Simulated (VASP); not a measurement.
# CdS in VASP: a series of runs, part 2 of 2

VASP 6.6.1. The steps go on from the part before.

## 5. Single point, PBE (atom 3 (S) moved by (+0.000, +0.100) A along y and z)

File INCAR:

```
PREC = Accurate
ENCUT = 520
EDIFF = 1E-7
ISMEAR = 0
SIGMA = 0.05
LREAL = False
LASPH = True
NELM = 60
ALGO = Normal
ISIF = 2
LWAVE = False
LCHARG = False
GGA = PE
NBANDS = 26
```

File KPOINTS:

```
Automatic mesh
0
Gamma
  12 12 4
```

File POSCAR:

```
CdS
1.0
    4.1347992034      0.0000000000      0.0000000000
   -2.0673996017      3.5808411497      0.0000000000
    0.0000000000      0.0000000000      6.7490000000
Cd S
2 2
Direct
    0.3333333333      0.6666666667      0.0000000000
    0.6666666667      0.3333333333      0.5000000000
    0.3333333333      0.6666666667      0.3998170099
    0.6666666667      0.3333333333      0.8850000000
```

Command:

```bash
> cat potpaw_PBE.64/Cd/POTCAR potpaw_PBE.64/S/POTCAR > POTCAR
> mpirun -np 1 vasp_std > vasp.out
```

Run time: 4.3 min. Hardware: 1 thread of Intel Xeon 8259CL, shared host; peak memory 0.31 GiB.

The run converged. Its results:

```
Free energy            : -12.1873 eV
Pressure               : 3.1 GPa
Largest force          : 0.798 eV/Å
Band gap on the k mesh : 1.24 eV, direct
```

Forces on the atoms (eV/Å):
```
Cd   0.000  0.000  0.469
Cd   0.000  0.000  0.341
S    0.000  0.000 -0.798
S    0.000  0.000 -0.012
```

Stress tensor (GPa, compression positive):
```
4.36 0.00 0.00
0.00 4.36 0.00
0.00 0.00 0.67
```

Levels at points of the mesh, in eV from the valence-band top:
| k point | band 15 | band 16 | band 17 | band 18 | band 19 | band 20 | band 21 | band 22 |
| --- | --- | --- | --- | --- | --- | --- | --- | --- |
| (0.00, 0.00, 0.00) | -0.67 | -0.05 | 0.00 | 0.00 | 1.24 | 2.67 | 6.48 | 6.48 |
| (0.50, 0.00, 0.00) | -2.47 | -1.87 | -1.14 | -0.89 | 3.70 | 3.86 | 5.11 | 6.43 |
| (0.00, 0.00, 0.50) | -0.38 | -0.38 | -0.30 | -0.30 | 2.76 | 2.83 | 5.79 | 6.45 |
| (0.50, 0.00, 0.50) | -1.47 | -1.34 | -1.26 | -1.18 | 3.45 | 3.64 | 5.10 | 5.38 |

Caveat: the cell differs from its parent crystal (atom 3 (S) moved by (+0.000, +0.100) A along y and z).

## 6. Single point, PBE (atom 3 (S) moved by (-0.100, -0.200) A along y and z)

File INCAR:

```
SYSTEM = CdS
PREC = Accurate
ENCUT = 520
EDIFF = 1E-6
ISMEAR = 0
SIGMA = 0.05
LREAL = .False.
LASPH = .True.
NELM = 80
ALGO = Normal
ISIF = 2
LWAVE = .False.
LCHARG = .False.
GGA = PE
NBANDS = 26
```

File KPOINTS:

```
Automatic mesh
0
Gamma
  12 12 4
  0 0 0
```

POSCAR: that of step 5 with these lines changed.

```diff
@@ -10,3 +10,3 @@
     0.6666666667      0.3333333333      0.5000000000
-    0.3333333333      0.6666666667      0.3998170099
+    0.3193701337      0.6387402673      0.3553659801
     0.6666666667      0.3333333333      0.8850000000
```

Potentials or basis: VASP PAW PBE potentials, release 64 (Cd, S).

Command:

```bash
> cat potpaw_PBE.64/Cd/POTCAR potpaw_PBE.64/S/POTCAR > POTCAR
> mpirun -np 1 vasp_std > vasp.out
```

Run time: 11 min. Hardware: 1 thread of Oxide Virtual Turin-like, shared host; peak memory 0.44 GiB.

Results (log left out):

* Free energy: -12.1202 eV
* Pressure: 3.2 GPa
* Largest force: 1.474 eV/Å
* Band gap on the k mesh: 1.16 eV, direct

Forces in eV/Å, atoms in the order of the input:
```
Cd   0.000  0.041 -0.699
Cd   0.000 -0.335  0.065
S    0.000  0.344  1.433
S    0.000 -0.050 -0.799
```

Stress tensor (GPa, compression positive):
```
 3.40  0.00  0.00
 0.00  1.76 -0.61
 0.00 -0.61  4.56
```

Levels at points of the mesh, in eV from the valence-band top:
```tsv
k point	band 15	band 16	band 17	band 18	band 19	band 20	band 21	band 22
(0.00, 0.00, 0.00)	-0.75	-0.10	-0.01	0.00	1.16	2.88	6.44	6.47
(0.50, 0.00, 0.00)	-2.65	-1.88	-1.40	-0.69	3.65	3.92	5.08	6.43
(0.00, 0.50, 0.00)	-2.75	-1.90	-1.23	-0.69	3.46	3.93	4.80	6.54
(0.00, 0.00, 0.50)	-0.54	-0.51	-0.36	-0.27	2.81	2.92	5.56	6.74
(0.50, 0.00, 0.50)	-1.49	-1.45	-1.28	-1.13	3.19	3.57	5.11	5.72
(0.00, 0.50, 0.50)	-1.47	-1.46	-1.34	-1.19	3.27	3.63	5.10	5.55
```

Caveat: the cell differs from its parent crystal (atom 3 (S) moved by (-0.100, -0.200) A along y and z); forces of over 1 eV/Å act on the atoms, so gaps and moduli don't describe the material at rest. A k mesh can miss the band edges.

## 7. Single point, PBE (atom 3 (S) moved by (-0.100, +0.000) A along y and z)

File INCAR:

```
SYSTEM = CdS
ALGO     = Normal         ! electronic algorithm
EDIFF    = 1E-7           ! SCF threshold, eV
ENCUT    = 520            ! plane-wave cutoff, eV
GGA      = PE             ! functional
ISIF     = 2              ! what is computed and relaxed
ISMEAR   = 0              ! smearing method
LASPH    = .TRUE.         ! aspherical terms in the spheres
LCHARG   = .FALSE.        ! write CHGCAR
LREAL    = .FALSE.        ! projectors in reciprocal space
LWAVE    = .FALSE.        ! write WAVECAR
NBANDS   = 26             ! bands
NELM     = 80             ! most SCF steps
PREC     = Accurate       ! precision mode
SIGMA    = 0.05           ! smearing width, eV
```

File KPOINTS:

```
k-points
0
G
  12 12 4
  0 0 0
```

POSCAR: that of step 6 with these lines changed.

```diff
@@ -10,3 +10,3 @@
     0.6666666667      0.3333333333      0.5000000000
-    0.3193701337      0.6387402673      0.3553659801
+    0.3193701337      0.6387402673      0.3850000000
     0.6666666667      0.3333333333      0.8850000000
```

Command:

```bash
> cat potpaw_PBE.64/Cd/POTCAR potpaw_PBE.64/S/POTCAR > POTCAR
> mpirun -np 1 vasp_std > vasp.out
```

Wall time 7.3 min (1 thread of Oxide Virtual Turin-like, shared host); peak memory 0.44 GiB.

It converged, with:

| Quantity | Value |
| --- | --- |
| Free energy | -12.2131 eV |
| Pressure | 3.0 GPa |
| Largest force | 0.638 eV/Å |
| Band gap on the k mesh | 1.22 eV, direct |

Forces on the atoms (eV/Å):
```
Cd   0.000 -0.008  0.273
Cd   0.000 -0.499  0.311
S    0.000  0.552 -0.320
S    0.000 -0.045 -0.265
```

Stress tensor (GPa, compression positive):
```
 5.03  0.00  0.00
 0.00  2.63 -0.57
 0.00 -0.57  1.38
```

Levels at points of the mesh, in eV from the valence-band top:
| k point | band 15 | band 16 | band 17 | band 18 | band 19 | band 20 | band 21 | band 22 |
| --- | --- | --- | --- | --- | --- | --- | --- | --- |
| (0.00, 0.00, 0.00) | -0.64 | -0.04 | -0.02 | 0.00 | 1.22 | 2.73 | 6.48 | 6.49 |
| (0.50, 0.00, 0.00) | -2.52 | -1.85 | -1.28 | -0.83 | 3.76 | 3.88 | 5.21 | 6.32 |
| (0.00, 0.50, 0.00) | -2.62 | -1.87 | -1.10 | -0.83 | 3.60 | 3.83 | 4.91 | 6.48 |
| (0.00, 0.00, 0.50) | -0.46 | -0.38 | -0.36 | -0.28 | 2.82 | 2.83 | 6.12 | 6.13 |
| (0.50, 0.00, 0.50) | -1.42 | -1.38 | -1.27 | -1.21 | 3.45 | 3.52 | 5.29 | 5.35 |
| (0.00, 0.50, 0.50) | -1.39 | -1.36 | -1.35 | -1.27 | 3.48 | 3.63 | 5.16 | 5.31 |

Caveat: the cell differs from its parent crystal (atom 3 (S) moved by (-0.100, +0.000) A along y and z).
